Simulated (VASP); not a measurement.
# SnPb3S4 (R3m) in VASP: a series of runs

SnPb3S4 is run at these levels: PBE; tasks: single point.

Everything below comes from runs of VASP 6.6.1. Logs are shortened: lines on timing, memory, paths and dates and some standing lists are left out, and cuts for length are marked.

## Step 1: The cell of the first run

It takes space group R3m (No. 160, trigonal). The conventional cell has a = 8.510 Å, b = 8.510 Å, c = 10.360 Å, α = 90.00°, β = 90.00°, γ = 120.00°. Within 3.6 Å of Sn (site symmetry 3m) lie 6 S at 2.70 to 3.30 Å. Pb (site symmetry m) has 6 S at 2.96 to 3.05 Å within 3.9 Å. Within 3.6 Å of S (site symmetry m) lie 2 Sn at 2.70 to 3.30 Å and 4 Pb at 3.00 to 3.02 Å. S (site symmetry 3m) has 6 Pb at 2.96 to 3.05 Å within 3.9 Å.

## Step 2: Single point, PBE

Contents of INCAR:

```
SYSTEM = SnPb3S4
PREC = Accurate ; ENCUT = 520
EDIFF = 1E-7 ; ISMEAR = 0
SIGMA = 0.1 ; LREAL = .False.
LASPH = .True. ; NELM = 80
ALGO = Normal ; ISIF = 2
LWAVE = .False. ; LCHARG = .False.
GGA = PE ; NBANDS = 50
```

Contents of KPOINTS:

```
regular mesh
0
Gamma
  3 3 3
  0 0 0
```

Contents of POSCAR:

```
SnPb3S4
1.0
    4.2550522060      2.4566555365      3.4533967937
   -4.2550522060      2.4566555365      3.4533967937
    0.0000000000     -4.9133110731      3.4533967937
Sn Pb S
1 3 4
Direct
    0.9839034812      0.9839034812      0.9839034812
    0.4972089849      0.4972089849      0.9943018569
    0.9943018569      0.4972089849      0.4972089849
    0.4972089849      0.9943018569      0.4972089849
    0.9960662266      0.9960662266      0.5339227303
    0.5339227303      0.9960662266      0.9960662266
    0.9960662266      0.5339227303      0.9960662266
    0.5021470686      0.5021470686      0.5021470686
```

Potentials or basis: VASP PAW PBE potentials, release 64 (Sn_d, Pb_d, S).

Run with:

```bash
$ cat potpaw_PBE.64/Sn_d/POTCAR potpaw_PBE.64/Pb_d/POTCAR potpaw_PBE.64/S/POTCAR > POTCAR
$ mpirun -np 1 vasp_std > vasp.out
```

OUTCAR:

```text
SYSTEM = SnPb3S4
   PREC = Accurate
   ENCUT = 520
   EDIFF = 1E-7
   ISMEAR = 0
   LREAL = .False.
   LASPH = .True.
   NELM = 80
   ISIF = 2
   GGA = PE

 ion  position               nearest neighbor table
   1  0.984  0.984  0.984-   6 2.70   7 2.70   5 2.70
   2  0.497  0.497  0.994-   8 2.96   7 3.00   6 3.00   6 3.02   7 3.02   8 3.05
   3  0.994  0.497  0.497-   8 2.96   5 3.00   7 3.00   5 3.02   7 3.02   8 3.05
   4  0.497  0.994  0.497-   8 2.96   5 3.00   6 3.00   5 3.02   6 3.02   8 3.05
   5  0.996  0.996  0.534-   1 2.70   3 3.00   4 3.00   3 3.02   4 3.02
   6  0.534  0.996  0.996-   1 2.70   2 3.00   4 3.00   2 3.02   4 3.02
   7  0.996  0.534  0.996-   1 2.70   2 3.00   3 3.00   2 3.02   3 3.02
   8  0.502  0.502  0.502-   3 2.96   4 2.96   2 2.96   4 3.05   3 3.05   2 3.05

  LATTYP: Found a trigonal (rhomboedric) cell.
 ALAT       =     6.0055453637
 COS(alpha) =    -0.0040026932

  Lattice vectors:

 A1 = (   4.2550522060,   2.4566555365,   3.4533967937)
 A2 = (  -4.2550522060,   2.4566555365,   3.4533967937)
 A3 = (   0.0000000000,  -4.9133110731,   3.4533967937)

Analysis of symmetry for initial positions (statically):
=====================================================================
 Subroutine PRICEL returns:
 Original cell was already a primitive cell.

 Routine SETGRP: Setting up the symmetry group for a
 trigonal (rhombohedral) supercell.

 Subroutine GETGRP returns: Found  6 space group operations
 (whereof  6 operations were pure point group operations)
 out of a pool of 12 trial point group operations.

The static configuration has the point symmetry C_3v.

Analysis of symmetry for dynamics (positions and initial velocities):
=====================================================================
 Subroutine PRICEL returns:
 Original cell was already a primitive cell.

 Routine SETGRP: Setting up the symmetry group for a
 trigonal (rhombohedral) supercell.

 Subroutine GETGRP returns: Found  6 space group operations
 (whereof  6 operations were pure point group operations)
 out of a pool of 12 trial point group operations.

The dynamic configuration has the point symmetry C_3v.

 Subroutine INISYM returns: Found  6 space group operations
 (whereof  6 operations are pure point group operations),
 and found     1 'primitive' translations

----------------------------------------------------------------------------------------

                                     Primitive cell

  volume of cell :     216.5942

  direct lattice vectors                    reciprocal lattice vectors
     4.255052206  2.456655537  3.453396794     0.117507371  0.067842913  0.096523323
    -4.255052206  2.456655537  3.453396794    -0.117507371  0.067842913  0.096523323
     0.000000000 -4.913311073  3.453396794     0.000000000 -0.135685825  0.096523323

  length of vectors
     6.005545364  6.005545364  6.005545364     0.166515450  0.166515450  0.166515450

  position of ions in fractional coordinates (direct lattice)
     0.983903481  0.983903481  0.983903481
     0.497208985  0.497208985  0.994301857
     0.994301857  0.497208985  0.497208985
     0.497208985  0.994301857  0.497208985
     0.996066227  0.996066227  0.533922730
     0.533922730  0.996066227  0.996066227
     0.996066227  0.533922730  0.996066227
     0.502147069  0.502147069  0.502147069

  ion indices of the primitive-cell ions
   primitive index   ion index
                 1           1
                 2           2
                 3           3
                 4           4
                 5           5
                 6           6
                 7           7
                 8           8

----------------------------------------------------------------------------------------

 KPOINTS: regular mesh

Automatic generation of k-mesh.
 Grid dimensions read from file:
 generate k-points for:    3    3    3

 Generating k-lattice:

  Cartesian coordinates                     Fractional coordinates (reciprocal lattice)
     0.039169124  0.022614304  0.032174441     0.333333333  0.000000000 -0.000000000
    -0.039169124  0.022614304  0.032174441     0.000000000  0.333333333 -0.000000000
     0.000000000 -0.045228608  0.032174441     0.000000000  0.000000000  0.333333333

  Length of vectors
     0.055505150  0.055505150  0.055505150

  Shift w.r.t. Gamma in fractional coordinates (k-lattice)
     0.000000000  0.000000000  0.000000000

 Subroutine IBZKPT returns following result:
 ===========================================

 Found      6 irreducible k-points:

 Following reciprocal coordinates:
            Coordinates               Weight
  0.000000  0.000000  0.000000      1.000000
  0.333333  0.000000  0.000000      6.000000
  0.333333  0.333333  0.000000      6.000000
 -0.333333  0.333333  0.000000      6.000000
  0.333333  0.333333  0.333333      2.000000
 -0.333333  0.333333  0.333333      6.000000
   k-points           NKPTS =      6   k-points in BZ     NKDIM =      6   number of bands    NBANDS=     50
   number of dos      NEDOS =    301   number of ions     NIONS =      8
   total plane-waves  NPLWV = 110592
   dimension x,y,z NGX =    48 NGY =   48 NGZ =   48
   dimension x,y,z NGXF=    96 NGYF=   96 NGZF=   96
   ions per type =               1   3   4
   NGX,Y,Z   is equivalent  to a cutoff of  13.29, 13.29, 13.29 a.u.
   NGXF,Y,Z  is equivalent  to a cutoff of  26.57, 26.57, 26.57 a.u.
 SYSTEM =  SnPb3S4
   PREC   = accura    normal or accurate (medium, high low for compatibility)
   ISTART =      0    job   : 0-new  1-cont  2-samecut
   ICHARG =      2    charge: 1-file 2-atom 10-const
   ISPIN  =      1    spin polarized calculation?
   LNONCOLLINEAR =      F non collinear calculations
   LSORBIT =      F    spin-orbit coupling
   LASPH  =      T    aspherical Exc in radial PAW
   ENCUT  =  520.0 eV  38.22 Ry    6.18 a.u.  11.17 11.17 11.17*2*pi/ulx,y,z
   NELM   =     80;   NELMIN=  2; NELMDL= -5     # of ELM steps
   EDIFF  = 0.1E-06   stopping-criterion for ELM
   LREAL  =      F    real-space projection
   EDIFFG = 0.1E-05   stopping-criterion for IOM
   NSW    =      0    number of steps for IOM
   IBRION =     -1    ionic relax: 0-MD 1-quasi-New 2-CG
   NFREE  =      0    steps in history (QN), initial steepest desc. (CG)
   ISIF   =      2    stress and relaxation
   ISYM   =      2    0-nonsym 1-usesym 2-fastsym
   POTIM  = 0.5000    time-step for ionic-motion
   TEBEG  =    0.0;   TEEND  =   0.0 temperature during run
   PSTRESS=    0.0 pullay stress
   NELECT =      80.0000    total number of electrons
   NUPDOWN=      -1.0000    fix difference up-down
   EMIN   =  10.00;   EMAX   =-10.00  energy-range for DOS
   EFERMI =   0.00;   METHOD = LEGACY
   ISMEAR =     0;   SIGMA  =   0.10  broadening in eV -4-tet -1-fermi 0-gaus
   EFERMI_NEDOS =   21; number of points for ismear=-14 and -15
   IALGO  =     38    algorithm
   IMIX   =      4    mixing-type and parameters
     AMIX     =   0.40;   BMIX     =  1.00
     AMIX_MAG =   1.60;   BMIX_MAG =  1.00
  volume/ion in A,a.u.               =      27.07       182.71
  Fermi-wavevector in a.u.,A,eV,Ry     =   1.174598  2.219668 18.771687  1.379680
  Thomas-Fermi vector in A             =   2.310992
   LORBIT       =      0    0 simple, 1 ext, 2 COOP (PROOUT), +10 PAW based schemes
   GGA     = PE    functional components
   LHFCALC =     F    Hartree Fock is set to
   AEXX    =    0.0000 exact exchange contribution
   IVDW    =     0    specifies the selected vdW correction
   LEPSILON=     F    determine dielectric tensor
   LRPA    =     F    only Hartree local field effects (RPA)
 non-spin polarized calculation
 Gauss-broadening in eV      SIGMA  =   0.10
  energy-cutoff  :      520.00
  volume of cell :      216.59
 maximum number of plane-waves:      5855
 NGX is ok and might be reduce to    48
   NGX = 23   NGY = 23   NGZ = 23

 number of electron      79.9999991 magnetization

 Free energy of the ion-electron system (eV)
  ---------------------------------------------------
  ext. energy  EPLUGINS =         0.00000000
  ---------------------------------------------------
  free energy    TOTEN  =       -35.43322551 eV

  energy without entropy =      -35.43322551  energy(sigma->0) =      -35.43322551

 E-fermi :   5.3174     XC(G=0):  -9.4515

 val. band max:        4.8054807873   @ k =  -0.3333   0.3333   0.3333
 cond. band min:       6.7020397625   @ k =  -0.3333   0.3333   0.3333
 fundamental gap:      1.8965589752
 Fermi energy:         5.3174052550

 k-point     1 :       0.0000    0.0000    0.0000
  band No.  band energies     occupation
      1     -15.8017      2.00000
      2     -15.8017      2.00000
      3     -15.7764      2.00000
      4     -15.7764      2.00000
      5     -15.7614      2.00000
      6     -11.6493      2.00000
[... 42 lines left out ...]
     49      10.7388      0.00000
     50      10.8152      0.00000

 k-point     2 :       0.3333    0.0000    0.0000
  band No.  band energies     occupation
      1     -15.8016      2.00000
      2     -15.8004      2.00000
      3     -15.7764      2.00000
      4     -15.7760      2.00000
      5     -15.7614      2.00000
      6     -11.6207      2.00000
[... 42 lines left out ...]
     49      10.0211      0.00000
     50      10.3105      0.00000

 k-point     3 :       0.3333    0.3333    0.0000
  band No.  band energies     occupation
      1     -15.8010      2.00000
      2     -15.7998      2.00000
      3     -15.7762      2.00000
      4     -15.7758      2.00000
      5     -15.7615      2.00000
      6     -11.5910      2.00000
[... 42 lines left out ...]
     49       9.2375      0.00000
     50       9.5321      0.00000

 k-point     4 :      -0.3333    0.3333    0.0000
  band No.  band energies     occupation
      1     -15.8010      2.00000
      2     -15.7998      2.00000
      3     -15.7762      2.00000
      4     -15.7758      2.00000
      5     -15.7615      2.00000
      6     -11.5913      2.00000
[... 42 lines left out ...]
     49       9.2994      0.00000
     50       9.3955      0.00000

 k-point     5 :       0.3333    0.3333    0.3333
  band No.  band energies     occupation
      1     -15.7999      2.00000
      2     -15.7999      2.00000
      3     -15.7758      2.00000
      4     -15.7758      2.00000
      5     -15.7616      2.00000
      6     -11.5684      2.00000
[... 42 lines left out ...]
     49       8.3122      0.00000
     50       8.8784      0.00000

 k-point     6 :      -0.3333    0.3333    0.3333
  band No.  band energies     occupation
      1     -15.7999      2.00000
      2     -15.7998      2.00000
      3     -15.7759      2.00000
      4     -15.7758      2.00000
      5     -15.7616      2.00000
      6     -11.5692      2.00000
[... 42 lines left out ...]
     49       8.3850      0.00000
     50       8.8127      0.00000

------------------------ aborting loop because EDIFF is reached ----------------------------------------

  FORCE on cell =-STRESS in cart. coord.  units (eV):
  Direction    XX          YY          ZZ          XY          YZ          ZX
  --------------------------------------------------------------------------------------
  -------------------------------------------------------------------------------------
  Total       -0.8538769     -0.8538769     -0.7409140     -0.0000000      0.0000000     -0.0000000
  in kB       -6.3162450     -6.3162450     -5.4806424     -0.0000000      0.0000000     -0.0000000
  external PRESSURE =      -6.0377108 kB  Pullay stress =       0.0000000 kB

 VOLUME and BASIS-vectors are now :
 -----------------------------------------------------------------------------
  energy-cutoff  :      520.00
  volume of cell :      216.59
      direct lattice vectors                 reciprocal lattice vectors
     4.255052206  2.456655537  3.453396794     0.117507371  0.067842913  0.096523323
    -4.255052206  2.456655537  3.453396794    -0.117507371  0.067842913  0.096523323
     0.000000000 -4.913311073  3.453396794     0.000000000 -0.135685825  0.096523323

 POSITION                                       TOTAL-FORCE (eV/Angst)
 -----------------------------------------------------------------------------------
      0.00000     -0.00000     10.19343         0.000000     -0.000000      0.146030
      0.00000     -2.44237      6.86784         0.000000     -0.019919      0.016229
      2.11516      1.22119      6.86784         0.017251      0.009960      0.016229
     -2.11516      1.22119      6.86784        -0.017251      0.009960      0.016229
      0.00000      2.27065      8.72347         0.000000      0.160079     -0.037918
     -1.96644     -1.13533      8.72347        -0.138633     -0.080040     -0.037918
      1.96644     -1.13533      8.72347         0.138633     -0.080040     -0.037918
      0.00000     -0.00000      5.20234         0.000000      0.000000     -0.080962
 -----------------------------------------------------------------------------------
    total drift:                               -0.000000      0.000002     -0.000187

  FREE ENERGIE OF THE ION-ELECTRON SYSTEM (eV)
  ---------------------------------------------------
  free  energy   TOTEN  =       -35.4332255095 eV

  energy  without entropy=      -35.4332255095  energy(sigma->0) =      -35.43322551
```

It took 44 s on 1 thread of Intel Xeon 6975P-C (Granite Rapids), shared host; peak memory 0.34 GiB.

Results:

```yaml
Free_energy: -35.4332 eV
Pressure: -0.6 GPa
Largest_force: 0.165 eV/Å
Band_gap_on_the_k_mesh: 1.90 eV
```

Forces on the atoms (eV/Å):
```
Sn   0.000  0.000  0.146
Pb   0.000 -0.020  0.016
Pb   0.017  0.010  0.016
Pb  -0.017  0.010  0.016
S    0.000  0.160 -0.038
S   -0.139 -0.080 -0.038
S    0.139 -0.080 -0.038
S    0.000  0.000 -0.081
```

Caveat: spin-orbit coupling is left out, which moves the levels of the heavy elements; an odd mesh through Γ misses points on the zone boundary, where band edges can lie.

## Step 3: Single point, PBE

This run uses another cell than the first one, of 27.00 Å³/atom.

Contents of INCAR:

```
SYSTEM = SnPb3S4
  PREC = Accurate
  ENCUT = 520
  EDIFF = 1E-7
  ISMEAR = 0
  SIGMA = 0.02
  LREAL = .False.
  LASPH = .True.
  NELM = 100
  ALGO = Normal
  ISIF = 2
  LWAVE = .False.
  LCHARG = .True.
  GGA = PE
  LELF = .True.
  LVHAR = .True.
  NBANDS = 50
```

Contents of KPOINTS:

```
regular mesh
0
Gamma
  6 6 6
  0 0 0
```

Contents of POSCAR:

```
SnPb3S4
1.0
    4.2531717428      2.4555698506      3.4467713903
   -4.2531717428      2.4555698506      3.4467713903
    0.0000000000     -4.9111397013      3.4467713902
Sn Pb S
1 3 4
Direct
    0.9846095229      0.9846095229      0.9846095229
    0.4973390861      0.4973390861      0.9955013261
    0.9955013261      0.4973390861      0.4973390861
    0.4973390861      0.9955013261      0.4973390861
    0.9968958754      0.9968958754      0.5321948820
    0.5321948820      0.9968958754      0.9968958754
    0.9968958754      0.5321948820      0.9968958754
    0.5000499061      0.5000499061      0.5000499061
```

Potentials or basis: VASP PAW PBE potentials, release 64 (Sn_d, Pb_d, S).

Run with:

```bash
$ cat potpaw_PBE.64/Sn_d/POTCAR potpaw_PBE.64/Pb_d/POTCAR potpaw_PBE.64/S/POTCAR > POTCAR
$ mpirun -np 1 vasp_std > vasp.out
```

OUTCAR:

```text
SYSTEM = SnPb3S4
   PREC = Accurate
   ENCUT = 520
   EDIFF = 1E-7
   ISMEAR = 0
   LREAL = .False.
   LASPH = .True.
   NELM = 100
   ISIF = 2
   GGA = PE

 ion  position               nearest neighbor table
   1  0.985  0.985  0.985-   6 2.72   7 2.72   5 2.72
   2  0.497  0.497  0.996-   8 2.97   7 3.00   6 3.00   6 3.01   7 3.01   8 3.03
   3  0.996  0.497  0.497-   8 2.97   5 3.00   7 3.00   5 3.01   7 3.01   8 3.03
   4  0.497  0.996  0.497-   8 2.97   5 3.00   6 3.00   5 3.01   6 3.01   8 3.03
   5  0.997  0.997  0.532-   1 2.72   3 3.00   4 3.00   3 3.01   4 3.01
   6  0.532  0.997  0.997-   1 2.72   2 3.00   4 3.00   2 3.01   4 3.01
   7  0.997  0.532  0.997-   1 2.72   2 3.00   3 3.00   2 3.01   3 3.01
   8  0.500  0.500  0.500-   3 2.97   4 2.97   2 2.97   4 3.03   3 3.03   2 3.03

  LATTYP: Found a trigonal (rhomboedric) cell.
 ALAT       =     5.9999605150
 COS(alpha) =    -0.0049837757

  Lattice vectors:

 A1 = (   4.2531717428,   2.4555698506,   3.4467713903)
 A2 = (  -4.2531717428,   2.4555698506,   3.4467713903)
 A3 = (   0.0000000000,  -4.9111397013,   3.4467713902)

[... 193 lines left out ...]

 k-point     1 :       0.0000    0.0000    0.0000
  band No.  band energies     occupation
      1     -15.7837      2.00000
      2     -15.7837      2.00000
      3     -15.7591      2.00000
      4     -15.7591      2.00000
      5     -15.7442      2.00000
      6     -11.6183      2.00000
[... 1261 lines left out ...]
     49       9.0569      0.00000
     50       9.2205      0.00000

 [... further k-points ...]

------------------------ aborting loop because EDIFF is reached ----------------------------------------

  FORCE on cell =-STRESS in cart. coord.  units (eV):
  Direction    XX          YY          ZZ          XY          YZ          ZX
  --------------------------------------------------------------------------------------
  -------------------------------------------------------------------------------------
  Total       -0.0919482     -0.0919482     -0.0941863      0.0000000     -0.0000000      0.0000000
  in kB       -0.6820634     -0.6820634     -0.6986656      0.0000000     -0.0000000      0.0000000
  external PRESSURE =      -0.6875975 kB  Pullay stress =       0.0000000 kB

 VOLUME and BASIS-vectors are now :
 -----------------------------------------------------------------------------
  energy-cutoff  :      520.00
  volume of cell :      215.99
      direct lattice vectors                 reciprocal lattice vectors
     4.253171743  2.455569851  3.446771390     0.117559325  0.067872908  0.096708860
    -4.253171743  2.455569851  3.446771390    -0.117559325  0.067872908  0.096708860
     0.000000000 -4.911139701  3.446771390     0.000000000 -0.135745816  0.096708860

 POSITION                                       TOTAL-FORCE (eV/Angst)
 -----------------------------------------------------------------------------------
      0.00000     -0.00000     10.18117         0.000000     -0.000000      0.003083
      0.00000     -2.44654      6.85969         0.000000     -0.002646      0.001272
      2.11877      1.22327      6.85969         0.002291      0.001323      0.001272
     -2.11877      1.22327      6.85969        -0.002291      0.001323      0.001272
      0.00000      2.28221      8.70650         0.000000      0.001601     -0.001537
     -1.97645     -1.14111      8.70650        -0.001387     -0.000801     -0.001537
      1.97645     -1.14111      8.70650         0.001387     -0.000801     -0.001537
      0.00000     -0.00000      5.17067         0.000000      0.000000     -0.002285
 -----------------------------------------------------------------------------------
    total drift:                                0.000000      0.000003      0.000513

  FREE ENERGIE OF THE ION-ELECTRON SYSTEM (eV)
  ---------------------------------------------------
  free  energy   TOTEN  =       -35.1110652816 eV

  energy  without entropy=      -35.1110652816  energy(sigma->0) =      -35.11106528
```

Run time: 3.6 min. Hardware: 1 thread of Intel Xeon 6975P-C (Granite Rapids), shared host; peak memory 0.49 GiB.

Results:

| Quantity | Value |
| --- | --- |
| Free energy | -35.1111 eV |
| Pressure | -0.1 GPa |
| Largest force | 0.003 eV/Å |
| Band gap on the k mesh | 0.18 eV |

Forces on the atoms (eV/Å):
```
Sn   0.000  0.000  0.003
Pb   0.000 -0.003  0.001
Pb   0.002  0.001  0.001
Pb  -0.002  0.001  0.001
S    0.000  0.002 -0.002
S   -0.001 -0.001 -0.002
S    0.001 -0.001 -0.002
S    0.000  0.000 -0.002
```

Levels at points of the mesh, in eV from the valence-band top:
```tsv
k point	band 37	band 38	band 39	band 40	band 41	band 42	band 43	band 44
(0.00, 0.00, 0.00)	-3.43	-2.46	-2.46	-2.27	3.22	3.31	3.31	4.54
(0.50, 0.00, 0.00)	-2.18	-1.86	-1.43	-1.17	1.55	1.78	1.83	2.46
(0.50, 0.50, 0.00)	-1.54	-1.18	-1.13	-0.59	0.74	0.95	1.11	1.39
(0.50, 0.50, 0.50)	-0.89	-0.66	-0.66	0.00	0.18	0.21	0.21	0.41
```

Caveat: spin-orbit coupling is left out, which moves the levels of the heavy elements.
